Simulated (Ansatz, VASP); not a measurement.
## TiAl3: VASP beside Ansatz

Contents of POSCAR:

```
TiAl3
1.0
    3.9291223209      0.0000000000      0.0000000000
    0.0000000000      3.9291223209      0.0000000000
    0.0000000000      0.0000000000      3.9291223209
Ti Al
1 3
Direct
    0.0000000000      0.0000000000      0.0000000000
    0.0000000000      0.5000000000      0.5000000000
    0.5000000000      0.0000000000      0.5000000000
    0.5000000000      0.5000000000      0.0000000000
```

INCAR.step1

```
ALGO = Normal
EDIFF = 1E-4
ENCUT = 520
GGA = PE
ISMEAR = -1
LASPH = True
LCHARG = False
LREAL = False
LWAVE = True
NBANDS = 18
NELM = 100
PREC = Accurate
SIGMA = 0.05
```

Contents of INCAR.step2:

```
ALGO = Normal
EDIFF = 1E-6
ENCUT = 520
ISIF = 2
ISMEAR = -1
ISTART = 1
LASPH = True
LCHARG = False
LMIXTAU = True
LREAL = False
LWAVE = False
METAGGA = R2SCAN
NBANDS = 18
NELM = 100
PREC = Accurate
SIGMA = 0.05
```

KPOINTS

```
k-points
0
Gamma
  7 7 7
```

File input.yaml:

```yaml
crystal:
  lattice:
    - [3.9291223209, 0.0, 0.0]
    - [0.0, 3.9291223209, 0.0]
    - [0.0, 0.0, 3.9291223209]
  atoms:
    - { symbol: Ti, position: [0.0, 0.0, 0.0] }
    - { symbol: Al, position: [0.0, 0.5, 0.5] }
    - { symbol: Al, position: [0.5, 0.0, 0.5] }
    - { symbol: Al, position: [0.5, 0.5, 0.0] }
hamiltonian:
  xc: r2scan
  pseudopotentials: { kind: paw }
kpoints:
  mp_grid: { grid: [7, 7, 7] }
scf:
  occupations: { method: fermi_dirac, width: 0.05 }
output:
  forces: true
  stress: true
  eigenvalues: true
```

Alike in both runs: task single point; functional r2SCAN; k mesh 7 × 7 × 7; occupations fermi-dirac, width 0.05 eV; no spin polarisation.

|  | VASP | Ansatz |
| --- | --- | --- |
| version | VASP 6.6.1 | Ansatz 0.2.0 |
| potentials or method | VASP PAW PBE potentials, release 64 (Ti_sv, Al) | Ansatz PAW |
| plane-wave cutoff (eV) | 520 | 500 |
| valence electrons in the cell | 21 | 21 |

Ansatz gave:

| Item | Value |
| --- | --- |
| gap on the k mesh at the Fermi level (eV) | none |
| pressure (GPa) | 2.5 |

Q: What did VASP give for the same quantities?

A: gap on the k mesh at the Fermi level (eV): none; pressure (GPa): 2.4.

VASP's potentials were made for PBE, not for r2SCAN. A gap of «none» marks a metal or a gap that the smearing closes. With one functional, cell and mesh, what is left measures potentials, basis and numerics.
